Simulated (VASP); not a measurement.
# Li (P6_3/mmc) in VASP: a series of runs, part 3 of 3

VASP 6.6.1. Earlier steps stand in the parts before.

**4. Single point, PBE (strained)**

Input file INCAR:

```
PREC     = Accurate       # precision mode
ENCUT    = 520            # plane-wave cutoff, eV
EDIFF    = 1E-6           # SCF threshold, eV
ISMEAR   = 0              # smearing method
SIGMA    = 0.1            # smearing width, eV
LREAL    = F              # projectors in reciprocal space
LASPH    = T              # aspherical terms in the spheres
NELM     = 100            # most SCF steps
ALGO     = Fast           # electronic algorithm
ISIF     = 2              # what is computed and relaxed
LWAVE    = F              # write WAVECAR
LCHARG   = F              # write CHGCAR
GGA      = PE             # functional
NBANDS   = 10             # bands
```

Input file KPOINTS:

```
regular mesh
0
Gamma
  15 15 8
```

Input file POSCAR:

```
Li
1.0
    3.1377878801      0.0000000000      0.0000000000
   -1.5688939401      2.7174040159      0.0000000000
    0.0000000000      0.0000000000      4.6784807300
Li
2
Direct
    0.3333333333      0.6666666667      0.2500000000
    0.6666666667      0.3333333333      0.7500000000
```

Potentials or basis: VASP PAW PBE potentials, release 64 (Li_sv).

On the command line:

```sh
$ cat potpaw_PBE.64/Li_sv/POTCAR > POTCAR
$ mpirun -np 1 vasp_std > vasp.out
```

OUTCAR:

```text
PREC = Accurate
   ENCUT = 520
   EDIFF = 1E-6
   ISMEAR = 0
   LREAL = F
   LASPH = T
   NELM = 100
   ISIF = 2
   GGA = PE

 ion  position               nearest neighbor table
   1  0.333  0.667  0.250-
   2  0.667  0.333  0.750-

  LATTYP: Found a hexagonal cell.
 ALAT       =     3.1377878801
 C/A-ratio  =     1.4910124294

  Lattice vectors:

 A1 = (   3.1377878801,   0.0000000000,   0.0000000000)
 A2 = (  -1.5688939401,   2.7174040159,   0.0000000000)
 A3 = (   0.0000000000,   0.0000000000,   4.6784807300)

Analysis of symmetry for initial positions (statically):
=====================================================================
 Subroutine PRICEL returns:
 Original cell was already a primitive cell.

 Routine SETGRP: Setting up the symmetry group for a
 hexagonal supercell.

 Subroutine GETGRP returns: Found 24 space group operations
 (whereof 12 operations were pure point group operations)
 out of a pool of 24 trial point group operations.

The static configuration has the point symmetry D_3d.
 The point group associated with its full space group is D_6h.

Analysis of symmetry for dynamics (positions and initial velocities):
=====================================================================
 Subroutine PRICEL returns:
 Original cell was already a primitive cell.

 Routine SETGRP: Setting up the symmetry group for a
 hexagonal supercell.

 Subroutine GETGRP returns: Found 24 space group operations
 (whereof 12 operations were pure point group operations)
 out of a pool of 24 trial point group operations.

The dynamic configuration has the point symmetry D_3d.
 The point group associated with its full space group is D_6h.

 Subroutine INISYM returns: Found 24 space group operations
 (whereof 12 operations are pure point group operations),
 and found     1 'primitive' translations

----------------------------------------------------------------------------------------

                                     Primitive cell

  volume of cell :      39.8917

  direct lattice vectors                    reciprocal lattice vectors
     3.137787880  0.000000000  0.000000000     0.318695858  0.183999139  0.000000000
    -1.568893940  2.717404016  0.000000000     0.000000000  0.367998279  0.000000000
     0.000000000  0.000000000  4.678480730     0.000000000  0.000000000  0.213744602

  length of vectors
     3.137787880  3.137787880  4.678480730     0.367998279  0.367998279  0.213744602

  position of ions in fractional coordinates (direct lattice)
     0.333333333  0.666666667  0.250000000
     0.666666667  0.333333333  0.750000000

  ion indices of the primitive-cell ions
   primitive index   ion index
                 1           1
                 2           2

----------------------------------------------------------------------------------------

 KPOINTS: regular mesh

Automatic generation of k-mesh.
 Grid dimensions read from file:
 generate k-points for:   15   15    8

 Generating k-lattice:

  Cartesian coordinates                     Fractional coordinates (reciprocal lattice)
     0.021246391  0.012266609  0.000000000     0.066666667  0.000000000  0.000000000
     0.000000000  0.024533219  0.000000000     0.000000000  0.066666667  0.000000000
     0.000000000  0.000000000  0.026718075     0.000000000  0.000000000  0.125000000

  Length of vectors
     0.024533219  0.024533219  0.026718075

  Shift w.r.t. Gamma in fractional coordinates (k-lattice)
     0.000000000  0.000000000  0.000000000

 Subroutine IBZKPT returns following result:
 ===========================================

 Found    135 irreducible k-points:

 Following reciprocal coordinates:
            Coordinates               Weight
  0.000000  0.000000  0.000000      1.000000
  0.066667  0.000000  0.000000      6.000000
  0.133333 -0.000000  0.000000      6.000000
  0.200000  0.000000  0.000000      6.000000
  0.266667 -0.000000  0.000000      6.000000
  0.333333  0.000000  0.000000      6.000000
[... 16 lines left out ...]
  0.333333  0.200000  0.000000     12.000000
  0.400000  0.200000  0.000000      6.000000
 [... further k-points ...]
   k-points           NKPTS =    135   k-points in BZ     NKDIM =    135   number of bands    NBANDS=     10
   number of dos      NEDOS =    301   number of ions     NIONS =      2
   total plane-waves  NPLWV =  20736
   dimension x,y,z NGX =    24 NGY =   24 NGZ =   36
   dimension x,y,z NGXF=    48 NGYF=   48 NGZF=   72
   ions per type =               2
   NGX,Y,Z   is equivalent  to a cutoff of  12.72, 12.72, 12.79 a.u.
   NGXF,Y,Z  is equivalent  to a cutoff of  25.43, 25.43, 25.58 a.u.
 SYSTEM =  unknown system
   PREC   = accura    normal or accurate (medium, high low for compatibility)
   ISTART =      0    job   : 0-new  1-cont  2-samecut
   ICHARG =      2    charge: 1-file 2-atom 10-const
   ISPIN  =      1    spin polarized calculation?
   LNONCOLLINEAR =      F non collinear calculations
   LSORBIT =      F    spin-orbit coupling
   LASPH  =      T    aspherical Exc in radial PAW
   ENCUT  =  520.0 eV  38.22 Ry    6.18 a.u.   5.83  5.83  8.70*2*pi/ulx,y,z
   NELM   =    100;   NELMIN=  2; NELMDL= -5     # of ELM steps
   EDIFF  = 0.1E-05   stopping-criterion for ELM
   LREAL  =      F    real-space projection
   EDIFFG = 0.1E-04   stopping-criterion for IOM
   NSW    =      0    number of steps for IOM
   IBRION =     -1    ionic relax: 0-MD 1-quasi-New 2-CG
   NFREE  =      0    steps in history (QN), initial steepest desc. (CG)
   ISIF   =      2    stress and relaxation
   ISYM   =      2    0-nonsym 1-usesym 2-fastsym
   POTIM  = 0.5000    time-step for ionic-motion
   TEBEG  =    0.0;   TEEND  =   0.0 temperature during run
   PSTRESS=    0.0 pullay stress
   NELECT =       6.0000    total number of electrons
   NUPDOWN=      -1.0000    fix difference up-down
   EMIN   =  10.00;   EMAX   =-10.00  energy-range for DOS
   EFERMI =   0.00;   METHOD = LEGACY
   ISMEAR =     0;   SIGMA  =   0.10  broadening in eV -4-tet -1-fermi 0-gaus
   EFERMI_NEDOS =   21; number of points for ismear=-14 and -15
   IALGO  =     68    algorithm
   IMIX   =      4    mixing-type and parameters
     AMIX     =   0.40;   BMIX     =  1.00
     AMIX_MAG =   1.60;   BMIX_MAG =  1.00
  volume/ion in A,a.u.               =      19.95       134.60
  Fermi-wavevector in a.u.,A,eV,Ry     =   0.870625  1.645242 10.313047  0.757988
  Thomas-Fermi vector in A             =   1.989617
   LORBIT       =      0    0 simple, 1 ext, 2 COOP (PROOUT), +10 PAW based schemes
   GGA     = PE    functional components
   LHFCALC =     F    Hartree Fock is set to
   AEXX    =    0.0000 exact exchange contribution
   IVDW    =     0    specifies the selected vdW correction
   LEPSILON=     F    determine dielectric tensor
   LRPA    =     F    only Hartree local field effects (RPA)
 non-spin polarized calculation
 RMM-DIIS sequential band-by-band and
 Gauss-broadening in eV      SIGMA  =   0.10
  energy-cutoff  :      520.00
  volume of cell :       39.89
 maximum number of plane-waves:      1088
 NGX is ok and might be reduce to    24
   NGX = 11   NGY = 11   NGZ = 17

 number of electron       5.9999991 magnetization

 Free energy of the ion-electron system (eV)
  ---------------------------------------------------
  ext. energy  EPLUGINS =         0.00000000
  ---------------------------------------------------
  free energy    TOTEN  =        -3.80240064 eV

  energy without entropy =       -3.79897861  energy(sigma->0) =       -3.80068962

 E-fermi :   0.6615     XC(G=0):  -7.0834

 val. band max:        0.6568271538   @ k =   0.3333   0.2000   0.2500
 cond. band min:       0.7152652796   @ k =   0.3333   0.0000   0.3750
 fundamental gap:      0.0584381258
 Fermi energy:         0.6614567060

 k-point     1 :       0.0000    0.0000    0.0000
  band No.  band energies     occupation
      1     -45.8489      2.00000
      2     -45.8225      2.00000
      3      -2.9093      2.00000
      4       1.1975      0.00000
      5       4.3902      0.00000
      6      12.1842      0.00000
      7      12.1842      0.00000
      8      13.7701      0.00000
      9      13.7702      0.00000
     10      16.4752      0.00000
[... 287 lines left out ...]
 k-point    24 :       0.4000    0.2000    0.0000
  band No.  band energies     occupation
      1     -45.8287      2.00000
      2     -45.8234      2.00000
      3       0.9444      0.00006
      4       1.9466      0.00000
      5       4.6333      0.00000
      6       6.1655      0.00000
      7       7.3086      0.00000
      8       7.5706      0.00000
      9      11.1382      0.00000
     10      11.2416      0.00000

 [... further k-points ...]
[... 5 lines left out ...]
  --------------------------------------------------------------------------------------
  -------------------------------------------------------------------------------------
  Total       -0.0873889     -0.0873889      0.2679526      0.0000000     -0.0000000      0.0000000
  in kB       -3.5098155     -3.5098155     10.7618240      0.0000000     -0.0000000      0.0000000
  external PRESSURE =       1.2473977 kB  Pullay stress =       0.0000000 kB

 VOLUME and BASIS-vectors are now :
 -----------------------------------------------------------------------------
  energy-cutoff  :      520.00
  volume of cell :       39.89
      direct lattice vectors                 reciprocal lattice vectors
     3.137787880  0.000000000  0.000000000     0.318695858  0.183999139  0.000000000
    -1.568893940  2.717404016  0.000000000     0.000000000  0.367998279  0.000000000
     0.000000000  0.000000000  4.678480730     0.000000000  0.000000000  0.213744602

 POSITION                                       TOTAL-FORCE (eV/Angst)
 -----------------------------------------------------------------------------------
     -0.00000      1.81160      1.16962         0.000000     -0.000000      0.000000
      1.56889      0.90580      3.50886        -0.000000      0.000000      0.000000
 -----------------------------------------------------------------------------------
    total drift:                               -0.000000      0.000000      0.000000

  FREE ENERGIE OF THE ION-ELECTRON SYSTEM (eV)
  ---------------------------------------------------
  free  energy   TOTEN  =        -3.8024006361 eV

  energy  without entropy=       -3.7989786057  energy(sigma->0) =       -3.80068962
```

Run time: 28 s. Hardware: 1 thread of Intel Xeon Platinum 8559C (Emerald Rapids), shared host; peak memory 0.16 GiB.

Results:

```
Free energy            : -3.8024 eV
Band gap on the k mesh : zero (band 3 reaches 2.61 eV, above the bottom of band 4 at -1.64 eV)
```

Caveat: the cell differs from its parent crystal (strained); the cutoff is under 1.25 times the usual one of these potentials, so pressure, stress and relaxed cells hold a basis-set (Pulay) error.

**5. Single point, PBE (strained)**

Input file INCAR:

```
  PREC = Accurate
  ENCUT = 520
  EDIFF = 1E-6
  ISMEAR = 0
  SIGMA = 0.1
  LREAL = False
  LASPH = True
  NELM = 60
  ALGO = Normal
  ISIF = 2
  LWAVE = False
  LCHARG = False
  GGA = PE
  NBANDS = 10
```

Input file KPOINTS:

```
Automatic mesh
0
Gamma
  15 15 8
```

Input file POSCAR:

```
Li
1.0
    3.2336378564      0.0000000000      0.0000000000
   -1.6168189282      2.8004125303      0.0000000000
    0.0000000000      0.0000000000      5.4465560600
Li
2
Direct
    0.3333333333      0.6666666667      0.2500000000
    0.6666666667      0.3333333333      0.7500000000
```

On the command line:

```sh
$ cat potpaw_PBE.64/Li_sv/POTCAR > POTCAR
$ mpirun -np 1 vasp_std > vasp.out
```

Wall time 17 s (1 thread of Intel Xeon Platinum 8559C (Emerald Rapids), shared host); peak memory 0.18 GiB.

Results (log left out):

```
Free energy            : -3.7509 eV
Band gap on the k mesh : zero (band 3 reaches 2.15 eV, above the bottom of band 4 at -2.18 eV)
```

Levels at points of the mesh, in eV from the Fermi level:
| k point | band 1 | band 2 | band 3 | band 4 | band 5 | band 6 | band 7 |
| --- | --- | --- | --- | --- | --- | --- | --- |
| (0.00, 0.00, 0.00) | -46.90 | -46.89 | -3.32 | -0.10 | 2.09 | 11.15 | 11.15 |
| (0.00, 0.00, 0.50) | -46.89 | -46.89 | -2.33 | -2.33 | 6.51 | 6.51 | 11.87 |

Caveat: the cell differs from its parent crystal (strained); the cutoff is under 1.25 times the usual one of these potentials, so pressure, stress and relaxed cells hold a basis-set (Pulay) error.

**6. Overview**

```csv
cell,gap on the mesh (eV)
"a = 3.067, b = 3.067, c = 4.716 Å, angles 90.0, 90.0, 120.0°, 2 atoms",none
"a = 2.972, b = 2.972, c = 5.018 Å, angles 90.0, 90.0, 120.0°, 2 atoms",none
"a = 3.138, b = 3.138, c = 4.678 Å, angles 90.0, 90.0, 120.0°, 2 atoms",none
"a = 3.234, b = 3.234, c = 5.447 Å, angles 90.0, 90.0, 120.0°, 2 atoms",none
```

Alike in all rows: task single point; level PBE; potentials or basis VASP PAW PBE potentials, release 64 (Li_sv); no spin polarisation; k mesh 15 × 15 × 8; cutoff (eV) 520; smearing gaussian 0.1 eV.

Caveats: the cutoff is under 1.25 times the usual one of these potentials, so pressure, stress and relaxed cells hold a basis-set (Pulay) error.

Total energies depend on the potentials used, so only differences within one code and one set of settings carry meaning.
